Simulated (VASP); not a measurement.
# GaN (P6_3mc) in VASP: a series of runs

The runs below take GaN through single point, with PBE.

Everything below comes from runs of VASP 6.6.1. Logs are shortened: lines on timing, memory, paths and dates and some standing lists are left out, and cuts for length are marked.

**Measured values to compare with.**

“Studying electronic properties in GaN without electrical contacts using γ-γ vs e−-γ Perturbed Angular Correlations”, 2019, pmc:6823545 quotes, for a bulk crystal of GaN: band gap 3.503 ± 0.005 eV (direct).

The runs below are set against these values where they give the same quantity.

### 1 The cell of the first run

It takes space group P6_3mc (No. 186, hexagonal). The conventional cell has a = 3.153 Å, b = 3.153 Å, c = 5.136 Å, α = 90.00°, β = 90.00°, γ = 120.00°. Within 2.6 Å of Ga (site symmetry 3m) lie 4 N at 1.93 Å. N (site symmetry 3m) has 4 Ga at 1.93 Å within 2.6 Å.

### 2 Single point, PBE (volume changed by -6%)

Input file INCAR:

```
PREC = Accurate ; ENCUT = 520
EDIFF = 1E-6 ; ISMEAR = 0
SIGMA = 0.01 ; LREAL = F
LASPH = T ; NELM = 60
ALGO = Normal ; ISIF = 2
LWAVE = F ; LCHARG = F
GGA = PE ; NBANDS = 26
```

Input file KPOINTS:

```
regular mesh
0
Gamma
  9 9 4
```

Input file POSCAR:

```
GaN
1.0
    3.1527319034      0.0000000000      0.0000000000
   -1.5763659517      2.7303459197      0.0000000000
    0.0000000000      0.0000000000      5.1358100377
Ga N
2 2
Direct
    0.3333333333      0.6666666667     -0.0008671783
    0.6666666667      0.3333333333      0.4991328217
    0.3333333333      0.6666666667      0.3758671783
    0.6666666667      0.3333333333      0.8758671783
```

Potentials or basis: VASP PAW PBE potentials, release 64 (Ga_d, N).

Started as:

```sh
cat potpaw_PBE.64/Ga_d/POTCAR potpaw_PBE.64/N/POTCAR > POTCAR
mpirun -np 1 vasp_std > vasp.out
```

OUTCAR:

```text
PREC = Accurate
   ENCUT = 520
   EDIFF = 1E-6
   ISMEAR = 0
   LREAL = F
   LASPH = T
   NELM = 60
   ISIF = 2
   GGA = PE

 ion  position               nearest neighbor table
   1  0.333  0.667  0.999-   4 1.93   4 1.93   4 1.93   3 1.93
   2  0.667  0.333  0.499-   3 1.93   3 1.93   3 1.93   4 1.93
   3  0.333  0.667  0.376-   2 1.93   2 1.93   2 1.93   1 1.93
   4  0.667  0.333  0.876-   1 1.93   1 1.93   1 1.93   2 1.93

  LATTYP: Found a hexagonal cell.
 ALAT       =     3.1527319034
 C/A-ratio  =     1.6290030980

  Lattice vectors:

 A1 = (   3.1527319034,   0.0000000000,   0.0000000000)
 A2 = (  -1.5763659517,   2.7303459197,   0.0000000000)
 A3 = (   0.0000000000,   0.0000000000,   5.1358100377)

Analysis of symmetry for initial positions (statically):
=====================================================================
 Subroutine PRICEL returns:
 Original cell was already a primitive cell.

 Routine SETGRP: Setting up the symmetry group for a
 hexagonal supercell.

 Subroutine GETGRP returns: Found 12 space group operations
 (whereof  6 operations were pure point group operations)
 out of a pool of 24 trial point group operations.

The static configuration has the point symmetry C_3v.
 The point group associated with its full space group is C_6v.

Analysis of symmetry for dynamics (positions and initial velocities):
=====================================================================
 Subroutine PRICEL returns:
 Original cell was already a primitive cell.

 Routine SETGRP: Setting up the symmetry group for a
 hexagonal supercell.

 Subroutine GETGRP returns: Found 12 space group operations
 (whereof  6 operations were pure point group operations)
 out of a pool of 24 trial point group operations.

The dynamic configuration has the point symmetry C_3v.
 The point group associated with its full space group is C_6v.

 Subroutine INISYM returns: Found 12 space group operations
 (whereof  6 operations are pure point group operations),
 and found     1 'primitive' translations

----------------------------------------------------------------------------------------

                                     Primitive cell

  volume of cell :      44.2093

  direct lattice vectors                    reciprocal lattice vectors
     3.152731903  0.000000000  0.000000000     0.317185232  0.183126979  0.000000000
    -1.576365952  2.730345920  0.000000000     0.000000000  0.366253958  0.000000000
[... 83 lines left out ...]
   ISPIN  =      1    spin polarized calculation?
   LNONCOLLINEAR =      F non collinear calculations
   LSORBIT =      F    spin-orbit coupling
   LASPH  =      T    aspherical Exc in radial PAW
   ENCUT  =  520.0 eV  38.22 Ry    6.18 a.u.   5.86  5.86  9.55*2*pi/ulx,y,z
   NELM   =     60;   NELMIN=  2; NELMDL= -5     # of ELM steps
   EDIFF  = 0.1E-05   stopping-criterion for ELM
   LREAL  =      F    real-space projection
   EDIFFG = 0.1E-04   stopping-criterion for IOM
   NSW    =      0    number of steps for IOM
   IBRION =     -1    ionic relax: 0-MD 1-quasi-New 2-CG
   NFREE  =      0    steps in history (QN), initial steepest desc. (CG)
   ISIF   =      2    stress and relaxation
   ISYM   =      2    0-nonsym 1-usesym 2-fastsym
   POTIM  = 0.5000    time-step for ionic-motion
   TEBEG  =    0.0;   TEEND  =   0.0 temperature during run
   PSTRESS=    0.0 pullay stress
   NELECT =      36.0000    total number of electrons
   NUPDOWN=      -1.0000    fix difference up-down
   EMIN   =  10.00;   EMAX   =-10.00  energy-range for DOS
   EFERMI =   0.00;   METHOD = LEGACY
   ISMEAR =     0;   SIGMA  =   0.01  broadening in eV -4-tet -1-fermi 0-gaus
   EFERMI_NEDOS =   21; number of points for ismear=-14 and -15
   IALGO  =     38    algorithm
   IMIX   =      4    mixing-type and parameters
     AMIX     =   0.40;   BMIX     =  1.00
     AMIX_MAG =   1.60;   BMIX_MAG =  1.00
  volume/ion in A,a.u.               =      11.05        74.58
  Fermi-wavevector in a.u.,A,eV,Ry     =   1.528755  2.888927 31.798048  2.337091
  Thomas-Fermi vector in A             =   2.636470
   LORBIT       =      0    0 simple, 1 ext, 2 COOP (PROOUT), +10 PAW based schemes
   GGA     = PE    functional components
   LHFCALC =     F    Hartree Fock is set to
   AEXX    =    0.0000 exact exchange contribution
   IVDW    =     0    specifies the selected vdW correction
   LEPSILON=     F    determine dielectric tensor
   LRPA    =     F    only Hartree local field effects (RPA)
 non-spin polarized calculation
 Gauss-broadening in eV      SIGMA  =   0.01
  energy-cutoff  :      520.00
  volume of cell :       44.21
 maximum number of plane-waves:      1204
 NGX is ok and might be reduce to    24
   NGX = 11   NGY = 11   NGZ = 19

 number of electron      36.0000031 magnetization

 Free energy of the ion-electron system (eV)
  ---------------------------------------------------
  ext. energy  EPLUGINS =         0.00000000
  ---------------------------------------------------
  free energy    TOTEN  =       -24.22329706 eV

  energy without entropy =      -24.22329706  energy(sigma->0) =      -24.22329706

 E-fermi :   5.7803     XC(G=0): -11.8468

 val. band max:        5.6831298752   @ k =   0.0000   0.0000   0.0000
 cond. band min:       7.8155803770   @ k =   0.0000   0.0000   0.0000
 fundamental gap:      2.1324505018
 Fermi energy:         5.7802799991

 k-point     1 :       0.0000    0.0000    0.0000
  band No.  band energies     occupation
      1     -10.5840      2.00000
      2      -9.5551      2.00000
      3      -7.7845      2.00000
      4      -7.7685      2.00000
      5      -7.7685      2.00000
      6      -7.7006      2.00000
[... 685 lines left out ...]
     25      18.9970      0.00000
     26      19.5865      0.00000

 [... further k-points ...]
[... 5 lines left out ...]
  --------------------------------------------------------------------------------------
  -------------------------------------------------------------------------------------
  Total        3.3837122      3.3837122      3.3740108      0.0000000      0.0000000      0.0000000
  in kB      122.6281949    122.6281949    122.2766096      0.0000000      0.0000000      0.0000000
  external PRESSURE =     122.5109998 kB  Pullay stress =       0.0000000 kB

 VOLUME and BASIS-vectors are now :
 -----------------------------------------------------------------------------
  energy-cutoff  :      520.00
  volume of cell :       44.21
      direct lattice vectors                 reciprocal lattice vectors
     3.152731903  0.000000000  0.000000000     0.317185232  0.183126979  0.000000000
    -1.576365952  2.730345920  0.000000000     0.000000000  0.366253958  0.000000000
     0.000000000  0.000000000  5.135810038     0.000000000  0.000000000  0.194711252

 POSITION                                       TOTAL-FORCE (eV/Angst)
 -----------------------------------------------------------------------------------
     -0.00000      1.82023      5.13136        -0.000000      0.000000      0.012103
      1.57637      0.91012      2.56345         0.000000      0.000000      0.012103
     -0.00000      1.82023      1.93038         0.000000     -0.000000     -0.012103
      1.57637      0.91012      4.49829        -0.000000      0.000000     -0.012103
 -----------------------------------------------------------------------------------
    total drift:                               -0.000001     -0.000001      0.000004

  FREE ENERGIE OF THE ION-ELECTRON SYSTEM (eV)
  ---------------------------------------------------
  free  energy   TOTEN  =       -24.2232970560 eV

  energy  without entropy=      -24.2232970560  energy(sigma->0) =      -24.22329706
```

stdout:

```text
POSCAR found type information on POSCAR GaN
 POSCAR found :  2 types and       4 ions
 scaLAPACK will be used
 LDA part: xc-table for (Slater+PW92), standard interpolation
 POSCAR, INCAR and KPOINTS ok, starting setup
 FFT: planning ... GRIDC
 FFT: planning ... GRID_SOFT
 FFT: planning ... GRID
 WAVECAR not read
 entering main loop
```

Wall time 25 s (1 thread of AMD EPYC 9R45 (Zen 5), shared host); peak memory 0.15 GiB.

Results:

```
Free energy            : -24.2233 eV
Pressure               : 12.3 GPa
Largest force          : 0.012 eV/Å
Band gap on the k mesh : 2.13 eV, direct
```

Forces on the atoms (eV/Å):
```
Ga   0.000  0.000  0.012
Ga   0.000  0.000  0.012
N    0.000  0.000 -0.012
N    0.000  0.000 -0.012
```

Caveat: the cell differs from its parent crystal (volume changed by -6%).

### 3 Single point, PBE (volume changed by -3%)

Input file INCAR:

```
ALGO = Normal
EDIFF = 1E-6
ENCUT = 520
GGA = PE
ISIF = 2
ISMEAR = 0
LASPH = T
LCHARG = T
LELF = T
LREAL = F
LVHAR = T
LWAVE = F
NBANDS = 26
NELM = 60
PREC = Accurate
SIGMA = 0.01
```

Input file KPOINTS:

```
k-points
0
Gamma
  9 9 4
```

Input file POSCAR:

```
GaN
1.0
    3.1859209940      0.0000000000      0.0000000000
   -1.5929604970      2.7590885153      0.0000000000
    0.0000000000      0.0000000000      5.1898751691
Ga N
2 2
Direct
    0.3333333333      0.6666666667     -0.0008671783
    0.6666666667      0.3333333333      0.4991328217
    0.3333333333      0.6666666667      0.3758671783
    0.6666666667      0.3333333333      0.8758671783
```

Potentials or basis: VASP PAW PBE potentials, release 64 (Ga_d, N).

Started as:

```sh
cat potpaw_PBE.64/Ga_d/POTCAR potpaw_PBE.64/N/POTCAR > POTCAR
mpirun -np 1 vasp_std > vasp.out
```

It took 26 s on 1 thread of AMD EPYC 9R45 (Zen 5), shared host; peak memory 0.15 GiB.

Results (log left out):

| Quantity | Value |
| --- | --- |
| Free energy | -24.3021 eV |
| Pressure | 5.7 GPa |
| Largest force | 0.005 eV/Å |
| Band gap on the k mesh | 1.92 eV, direct |

Forces in eV/Å, atoms in the order of the input:
```
Ga   0.000  0.000  0.005
Ga   0.000  0.000  0.005
N    0.000  0.000 -0.005
N    0.000  0.000 -0.005
```

Levels at points of the mesh, in eV from the valence-band top:
```
           k point  band 16  band 17  band 18  band 19  band 20  band 21
(0.00, 0.00, 0.00)    -0.04     0.00     0.00     1.92     4.26     9.20
(0.00, 0.00, 0.50)    -0.53    -0.53    -0.53     4.26     4.26     8.48
```

Caveat: the cell differs from its parent crystal (volume changed by -3%).

### 4 Single point, PBE

This run uses another cell than the first one, of 11.76 Å³/atom, 1.064 times its volume.

Input file INCAR:

```
SYSTEM = GaN
PREC = Accurate
ENCUT = 520
EDIFF = 1E-6
ISMEAR = 0
SIGMA = 0.01
LREAL = .False.
LASPH = .True.
NELM = 60
ALGO = Normal
ISIF = 2
LWAVE = .False.
LCHARG = .True.
GGA = PE
LELF = .True.
LVHAR = .True.
NBANDS = 26
```

Input file KPOINTS:

```
Automatic mesh
0
Gamma
  9 9 4
  0 0 0
```

Input file POSCAR:

```
GaN
1.0
    3.2184326374      0.0000000000      0.0000000000
   -1.6092163187      2.7872444244      0.0000000000
    0.0000000000      0.0000000000      5.2428367369
Ga N
2 2
Direct
    0.3333333333      0.6666666667     -0.0008671783
    0.6666666667      0.3333333333      0.4991328217
    0.3333333333      0.6666666667      0.3758671783
    0.6666666667      0.3333333333      0.8758671783
```

Started as:

```sh
cat potpaw_PBE.64/Ga_d/POTCAR potpaw_PBE.64/N/POTCAR > POTCAR
mpirun -np 1 vasp_std > vasp.out
```

It took 26 s on 1 thread of AMD EPYC 9R45 (Zen 5), shared host; peak memory 0.15 GiB.

Results (log left out):

```yaml
Free_energy: -24.3275 eV
Pressure: 0.1 GPa
Band_gap_on_the_k_mesh: 1.72 eV, direct
```

Levels at points of the mesh, in eV from the valence-band top:
| k point | band 15 | band 16 | band 17 | band 18 | band 19 | band 20 | band 21 | band 22 |
| --- | --- | --- | --- | --- | --- | --- | --- | --- |
| (0.00, 0.00, 0.00) | -1.00 | -0.04 | 0.00 | 0.00 | 1.72 | 4.06 | 9.02 | 9.73 |
| (0.00, 0.00, 0.50) | -0.51 | -0.51 | -0.51 | -0.51 | 4.06 | 4.06 | 8.31 | 8.31 |

### 5 Single point, PBE (volume changed by +3%)

Input file INCAR:

```
SYSTEM = GaN
PREC = Accurate
ENCUT = 520
EDIFF = 1E-6
ISMEAR = 0
SIGMA = 0.01
LREAL = .False.
LASPH = .True.
NELM = 100
ALGO = Normal
ISIF = 2
LWAVE = .False.
LCHARG = .False.
GGA = PE
NBANDS = 26
```

Input file KPOINTS:

```
regular mesh
0
Gamma
  9 9 4
  0 0 0
```

Input file POSCAR:

```
GaN
1.0
    3.2503003796      0.0000000000      0.0000000000
   -1.6251501898      2.8148426987      0.0000000000
    0.0000000000      0.0000000000      5.2947493876
Ga N
2 2
Direct
    0.3333333333      0.6666666667     -0.0008671783
    0.6666666667      0.3333333333      0.4991328217
    0.3333333333      0.6666666667      0.3758671783
    0.6666666667      0.3333333333      0.8758671783
```

Started as:

```sh
cat potpaw_PBE.64/Ga_d/POTCAR potpaw_PBE.64/N/POTCAR > POTCAR
mpirun -np 1 vasp_std > vasp.out
```

It took 27 s on 1 thread of AMD EPYC 9R45 (Zen 5), shared host; peak memory 0.15 GiB.

Results (log left out):

- Free energy: -24.3077 eV
- Pressure: -4.6 GPa
- Largest force: 0.005 eV/Å
- Band gap on the k mesh: 1.52 eV, direct

Forces in eV/Å, atoms in the order of the input:
```
Ga   0.000  0.000 -0.005
Ga   0.000  0.000 -0.005
N    0.000  0.000  0.005
N    0.000  0.000  0.005
```

Stress tensor (GPa, compression positive):
```
-4.60  0.00  0.00
 0.00 -4.60  0.00
 0.00  0.00 -4.52
```

Levels at points of the mesh, in eV from the valence-band top:
| k point | band 15 | band 16 | band 17 | band 18 | band 19 | band 20 | band 21 | band 22 |
| --- | --- | --- | --- | --- | --- | --- | --- | --- |
| (0.00, 0.00, 0.00) | -0.96 | -0.03 | 0.00 | 0.00 | 1.52 | 3.87 | 8.85 | 9.56 |
| (0.00, 0.00, 0.50) | -0.49 | -0.49 | -0.49 | -0.49 | 3.87 | 3.87 | 8.16 | 8.16 |

Caveat: the cell differs from its parent crystal (volume changed by +3%).

### 6 Overview

| cell | gap on the mesh (eV) | pressure (GPa) | largest force (eV/Å) |
| --- | --- | --- | --- |
| a = 3.153, b = 3.153, c = 5.136 Å, angles 90.0, 90.0, 120.0°, 4 atoms | 2.13 | 12.3 | 0.01 |
| a = 3.186, b = 3.186, c = 5.190 Å, angles 90.0, 90.0, 120.0°, 4 atoms | 1.92 | 5.7 | 0.01 |
| a = 3.218, b = 3.218, c = 5.243 Å, angles 90.0, 90.0, 120.0°, 4 atoms | 1.72 | 0.1 | - |
| a = 3.250, b = 3.250, c = 5.295 Å, angles 90.0, 90.0, 120.0°, 4 atoms | 1.52 | -4.6 | - |

Alike in all rows: task single point; level PBE; potentials or basis VASP PAW PBE potentials, release 64 (Ga_d, N); no spin polarisation; k mesh 9 × 9 × 4; cutoff (eV) 520; smearing gaussian 0.01 eV.

Absolute energies hang on the potentials; compare differences alone.

### 7 How close it comes

Step 4. A measured gap of GaN is 3.503 eV (direct; quoted in “Studying electronic properties in GaN without electrical contacts using γ-γ vs e−-γ Perturbed Angular Correlations”, 2019, pmc:6823545); the calculated 1.72 eV misses it by -1.79 eV. So large a miss can be the level of theory's own, or it may mean another phase, state or a wrong row. Spin-orbit coupling on Ga is left out. The value is that of PBE, without temperature or zero-point motion. Semilocal functionals fall short of measured gaps as a rule.
